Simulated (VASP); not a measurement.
# BP (F-43m) in VASP: a series of runs

The runs below take BP through relaxation of cell and atoms, with PBEsol, PBEsol+D3(BJ), PBEsol+D4.

Program: VASP 6.6.1. These are calculated values, not measurements. Logs are shortened: lines on timing, memory, paths and dates and some standing lists are left out, and cuts for length are marked.

## Step 1: The cell of the first run

It takes space group F-43m (No. 216, cubic). Conventional cell: a = 4.538 Å, b = 4.538 Å, c = 4.538 Å, α = 90.00°, β = 90.00°, γ = 90.00°. Within 2.6 Å of P (site symmetry -43m) lie 4 B at 1.97 Å. B (site symmetry -43m) has 4 P at 1.97 Å within 2.6 Å.

## Step 2: Relaxation of cell and atoms, PBEsol

File INCAR:

```
PREC = Accurate
ENCUT = 600
EDIFF = 1E-7
ISMEAR = -1
SIGMA = 0.05
LREAL = False
LASPH = True
NELM = 80
ALGO = Normal
ISIF = 3
LWAVE = False
LCHARG = False
GGA = PS
IBRION = 2
NSW = 60
EDIFFG = -0.01
```

File KPOINTS:

```
regular mesh
0
Gamma
  10 10 10
```

File POSCAR:

```
BP
1.0
    0.0000000000      2.2690000000      2.2690000000
    2.2690000000      0.0000000000      2.2690000000
    2.2690000000      2.2690000000      0.0000000000
P B
1 1
Direct
    0.7500000000      0.7500000000      0.7500000000
    0.0000000000      0.0000000000      0.0000000000
```

Potentials or basis: VASP PAW PBE potentials, release 64 (P, B).

Launch:

```console
cat potpaw_PBE.64/P/POTCAR potpaw_PBE.64/B/POTCAR > POTCAR
mpirun -np 1 vasp_std > vasp.out
```

OUTCAR:

```text
PREC = Accurate
   ENCUT = 600
   EDIFF = 1E-7
   ISMEAR = -1
   LREAL = False
   LASPH = True
   NELM = 80
   ISIF = 3
   GGA = PS
   IBRION = 2
   NSW = 60
   EDIFFG = -0.01

 ion  position               nearest neighbor table
   1  0.750  0.750  0.750-   2 1.97   2 1.97   2 1.97   2 1.97
   2  0.000  0.000  0.000-   1 1.97   1 1.97   1 1.97   1 1.97

  LATTYP: Found a face centered cubic cell.
 ALAT       =     4.5380000000

  Lattice vectors:

 A1 = (   0.0000000000,   2.2690000000,   2.2690000000)
 A2 = (   2.2690000000,   0.0000000000,   2.2690000000)
 A3 = (   2.2690000000,   2.2690000000,   0.0000000000)

Analysis of symmetry for initial positions (statically):
=====================================================================
 Subroutine PRICEL returns:
 Original cell was already a primitive cell.

 Routine SETGRP: Setting up the symmetry group for a
 face centered cubic supercell.

 Subroutine GETGRP returns: Found 24 space group operations
 (whereof 24 operations were pure point group operations)
 out of a pool of 48 trial point group operations.

The static configuration has the point symmetry T_d .

Analysis of symmetry for dynamics (positions and initial velocities):
=====================================================================
 Subroutine PRICEL returns:
 Original cell was already a primitive cell.

 Routine SETGRP: Setting up the symmetry group for a
 face centered cubic supercell.

 Subroutine GETGRP returns: Found 24 space group operations
 (whereof 24 operations were pure point group operations)
 out of a pool of 48 trial point group operations.

The dynamic configuration has the point symmetry T_d .

 Subroutine INISYM returns: Found 24 space group operations
 (whereof 24 operations are pure point group operations),
 and found     1 'primitive' translations

----------------------------------------------------------------------------------------

                                     Primitive cell

  volume of cell :      23.3633

  direct lattice vectors                    reciprocal lattice vectors
     0.000000000  2.269000000  2.269000000    -0.220361393  0.220361393  0.220361393
     2.269000000  0.000000000  2.269000000     0.220361393 -0.220361393  0.220361393
     2.269000000  2.269000000  0.000000000     0.220361393  0.220361393 -0.220361393

  length of vectors
     3.208850573  3.208850573  3.208850573     0.381677128  0.381677128  0.381677128

  position of ions in fractional coordinates (direct lattice)
     0.750000000  0.750000000  0.750000000
     0.000000000  0.000000000  0.000000000

  ion indices of the primitive-cell ions
   primitive index   ion index
                 1           1
                 2           2

----------------------------------------------------------------------------------------

 KPOINTS: regular mesh

Automatic generation of k-mesh.
 Grid dimensions read from file:
 generate k-points for:   10   10   10

 Generating k-lattice:

  Cartesian coordinates                     Fractional coordinates (reciprocal lattice)
    -0.022036139  0.022036139  0.022036139     0.100000000  0.000000000  0.000000000
     0.022036139 -0.022036139  0.022036139     0.000000000  0.100000000  0.000000000
     0.022036139  0.022036139 -0.022036139     0.000000000  0.000000000  0.100000000

  Length of vectors
     0.038167713  0.038167713  0.038167713

  Shift w.r.t. Gamma in fractional coordinates (k-lattice)
     0.000000000  0.000000000  0.000000000

 Subroutine IBZKPT returns following result:
 ===========================================

 Found     47 irreducible k-points:

 Following reciprocal coordinates:
            Coordinates               Weight
  0.000000  0.000000  0.000000      1.000000
  0.100000  0.000000  0.000000      8.000000
  0.200000  0.000000  0.000000      8.000000
  0.300000  0.000000  0.000000      8.000000
  0.400000  0.000000  0.000000      8.000000
  0.500000  0.000000  0.000000      4.000000
[... 16 lines left out ...]
  0.300000  0.300000  0.000000      6.000000
  0.400000  0.300000  0.000000     24.000000
 [... further k-points ...]
   k-points           NKPTS =     47   k-points in BZ     NKDIM =     47   number of bands    NBANDS=      8
   number of dos      NEDOS =    301   number of ions     NIONS =      2
   total plane-waves  NPLWV =  21952
   dimension x,y,z NGX =    28 NGY =   28 NGZ =   28
   dimension x,y,z NGXF=    56 NGYF=   56 NGZF=   56
   ions per type =               1   1
   NGX,Y,Z   is equivalent  to a cutoff of  14.51, 14.51, 14.51 a.u.
   NGXF,Y,Z  is equivalent  to a cutoff of  29.01, 29.01, 29.01 a.u.
 SYSTEM =  unknown system
   PREC   = accura    normal or accurate (medium, high low for compatibility)
   ISTART =      0    job   : 0-new  1-cont  2-samecut
   ICHARG =      2    charge: 1-file 2-atom 10-const
   ISPIN  =      1    spin polarized calculation?
   LNONCOLLINEAR =      F non collinear calculations
   LSORBIT =      F    spin-orbit coupling
   LASPH  =      T    aspherical Exc in radial PAW
   ENCUT  =  600.0 eV  44.10 Ry    6.64 a.u.   6.41  6.41  6.41*2*pi/ulx,y,z
   NELM   =     80;   NELMIN=  2; NELMDL= -5     # of ELM steps
   EDIFF  = 0.1E-06   stopping-criterion for ELM
   LREAL  =      F    real-space projection
   EDIFFG = -.1E-01   stopping-criterion for IOM
   NSW    =     60    number of steps for IOM
   IBRION =      2    ionic relax: 0-MD 1-quasi-New 2-CG
   NFREE  =      1    steps in history (QN), initial steepest desc. (CG)
   ISIF   =      3    stress and relaxation
   ISYM   =      2    0-nonsym 1-usesym 2-fastsym
   POTIM  = 0.5000    time-step for ionic-motion
   TEBEG  =    0.0;   TEEND  =   0.0 temperature during run
   PSTRESS=    0.0 pullay stress
   NELECT =       8.0000    total number of electrons
   NUPDOWN=      -1.0000    fix difference up-down
   EMIN   =  10.00;   EMAX   =-10.00  energy-range for DOS
[... 5 lines left out ...]
     AMIX     =   0.40;   BMIX     =  1.00
     AMIX_MAG =   1.60;   BMIX_MAG =  1.00
  volume/ion in A,a.u.               =      11.68        78.83
  Fermi-wavevector in a.u.,A,eV,Ry     =   1.145320  2.164342 17.847562  1.311759
  Thomas-Fermi vector in A             =   2.282009
   LORBIT       =      0    0 simple, 1 ext, 2 COOP (PROOUT), +10 PAW based schemes
   GGA     = PS    functional components
   LHFCALC =     F    Hartree Fock is set to
   AEXX    =    0.0000 exact exchange contribution
   IVDW    =     0    specifies the selected vdW correction
   LEPSILON=     F    determine dielectric tensor
   LRPA    =     F    only Hartree local field effects (RPA)
 conjugate gradient relaxation of ions
 non-spin polarized calculation
  energy-cutoff  :      600.00
  volume of cell :       23.36
 maximum number of plane-waves:       794
 NGX is ok and might be reduce to    28
   NGX = 13   NGY = 13   NGZ = 13

--------------------------------------- Ionic step        1  -------------------------------------------

 number of electron       8.0000000 magnetization

 Free energy of the ion-electron system (eV)
  ---------------------------------------------------
  ext. energy  EPLUGINS =         0.00000000
  ---------------------------------------------------
  free energy    TOTEN  =       -13.67383588 eV

  energy without entropy =      -13.67383574  energy(sigma->0) =      -13.67383581

------------------------ aborting loop because EDIFF is reached ----------------------------------------

  FORCE on cell =-STRESS in cart. coord.  units (eV):
  Direction    XX          YY          ZZ          XY          YZ          ZX
  --------------------------------------------------------------------------------------
  -------------------------------------------------------------------------------------
  Total       -0.2701104     -0.2701104     -0.2701104     -0.0000000      0.0000000      0.0000000
  in kB      -18.5232990    -18.5232990    -18.5232990     -0.0000000      0.0000000      0.0000000
  external PRESSURE =     -18.5232990 kB  Pullay stress =       0.0000000 kB

 VOLUME and BASIS-vectors are now :
 -----------------------------------------------------------------------------
  energy-cutoff  :      600.00
  volume of cell :       23.36
      direct lattice vectors                 reciprocal lattice vectors
     0.000000000  2.269000000  2.269000000    -0.220361393  0.220361393  0.220361393
     2.269000000  0.000000000  2.269000000     0.220361393 -0.220361393  0.220361393
     2.269000000  2.269000000  0.000000000     0.220361393  0.220361393 -0.220361393
[... 37 lines left out ...]
 POSITION                                       TOTAL-FORCE (eV/Angst)
 -----------------------------------------------------------------------------------
      3.38132      3.38132      3.38132        -0.000000     -0.000000     -0.000000
      4.50843      4.50843      4.50843         0.000000      0.000000      0.000000
 -----------------------------------------------------------------------------------
    total drift:                                0.000000      0.000000     -0.000000

  FREE ENERGIE OF THE ION-ELECTRON SYSTEM (eV)
  ---------------------------------------------------
  free  energy   TOTEN  =       -13.6744852907 eV

  energy  without entropy=      -13.6744851157  energy(sigma->0) =      -13.67448520

--------------------------------------- Ionic step        3  -------------------------------------------

 number of electron       8.0000000 magnetization

 Free energy of the ion-electron system (eV)
  ---------------------------------------------------
  ext. energy  EPLUGINS =         0.00000000
  ---------------------------------------------------
  free energy    TOTEN  =       -13.67535474 eV

  energy without entropy =      -13.67535458  energy(sigma->0) =      -13.67535466

 E-fermi :   8.0773     XC(G=0): -11.0930

 val. band max:        7.5378563094   @ k =   0.0000   0.0000   0.0000
 cond. band min:       8.6543168750   @ k =   0.4000   0.4000   0.0000
 fundamental gap:      1.1164605656
 Fermi energy:         8.0772993540

 k-point     1 :       0.0000    0.0000    0.0000
  band No.  band energies     occupation
      1      -8.0601      2.00000
      2       7.5379      1.99996
      3       7.5379      1.99996
      4       7.5379      1.99996
      5      10.9114      0.00000
      6      10.9114      0.00000
      7      10.9114      0.00000
      8      15.0509      0.00000

 k-point     2 :       0.1000    0.0000    0.0000
  band No.  band energies     occupation
      1      -7.8777      2.00000
      2       6.2154      2.00000
      3       7.2363      2.00000
      4       7.2363      2.00000
      5      11.3274      0.00000
      6      11.3274      0.00000
      7      11.3582      0.00000
      8      15.5574      0.00000
[... 221 lines left out ...]
 k-point    23 :       0.3000    0.3000    0.0000
  band No.  band energies     occupation
      1      -5.9178      2.00000
      2       2.6955      2.00000
      3       4.2569      2.00000
      4       4.2569      2.00000
      5       8.9567      0.00000
      6      11.3086      0.00000
      7      16.4466      0.00000
      8      16.4466      0.00000

 k-point    24 :       0.4000    0.3000    0.0000
  band No.  band energies     occupation
      1      -5.0798      2.00000
      2       1.3491      2.00000
      3       3.4067      2.00000
      4       3.9589      2.00000
      5       9.2412      0.00000
      6      11.0313      0.00000
      7      17.0651      0.00000
      8      17.0687      0.00000

 [... further k-points ...]
[... 5 lines left out ...]
  --------------------------------------------------------------------------------------
  -------------------------------------------------------------------------------------
  Total        0.0005269      0.0005269      0.0005269      0.0000000      0.0000000     -0.0000000
  in kB        0.0365411      0.0365411      0.0365411      0.0000000      0.0000000     -0.0000000
  external PRESSURE =       0.0365411 kB  Pullay stress =       0.0000000 kB

 VOLUME and BASIS-vectors are now :
 -----------------------------------------------------------------------------
  energy-cutoff  :      600.00
  volume of cell :       23.10
      direct lattice vectors                 reciprocal lattice vectors
    -0.000000000  2.260550797  2.260550797    -0.221185032  0.221185032  0.221185032
     2.260550797  0.000000000  2.260550797     0.221185032 -0.221185032  0.221185032
     2.260550797  2.260550797 -0.000000000     0.221185032  0.221185032 -0.221185032

 POSITION                                       TOTAL-FORCE (eV/Angst)
 -----------------------------------------------------------------------------------
      3.39083      3.39083      3.39083         0.000000      0.000000     -0.000000
      0.00000      0.00000      0.00000        -0.000000     -0.000000      0.000000
 -----------------------------------------------------------------------------------
    total drift:                                0.000000      0.000000     -0.000000

  FREE ENERGIE OF THE ION-ELECTRON SYSTEM (eV)
  ---------------------------------------------------
  free  energy   TOTEN  =       -13.6753547360 eV

  energy  without entropy=      -13.6753545784  energy(sigma->0) =      -13.67535466

 reached required accuracy - stopping structural energy minimisation
```

Wall time 24 s (1 thread of Intel Xeon Platinum 8375C at 2.90GHz (Ice Lake), shared host); peak memory 0.15 GiB.

What came out:

- Free energy: -13.6754 eV
- Relaxed volume: 11.55 Å³/atom
- Relaxed cell: a = 3.197 Å, b = 3.197 Å, c = 3.197 Å, α = 60.00°, β = 60.00°, γ = 60.00°
- Space group after relaxing (to 0.05 Å): F-43m (No. 216)
- Energy gained by relaxing: 0.8 meV/atom
- Ionic steps: 3
- Pressure after relaxing: 0.0 GPa
- Band gap on the k mesh: 1.12 eV, indirect (least direct gap 3.37 eV)

The path:
```
step  energy change (eV)  largest force (eV/Å)  pressure (GPa)  volume (Å³)
   1              0.0000                0.0000           -1.85        23.36
   2             -0.0006                0.0000            1.45        22.91
   3             -0.0015                0.0000            0.00        23.10
```

Final structure:
```
P B
1.0
     0.00000    2.26055    2.26055
     2.26055    0.00000    2.26055
     2.26055    2.26055    0.00000
P B
1 1
Direct
  0.75000 0.75000 0.75000
  0.00000 0.00000 0.00000
```

Caveat: the PAW data sets were made with another functional, which shifts forces and pressure a little. A k mesh can miss the band edges.

[end of part 1 of 2]
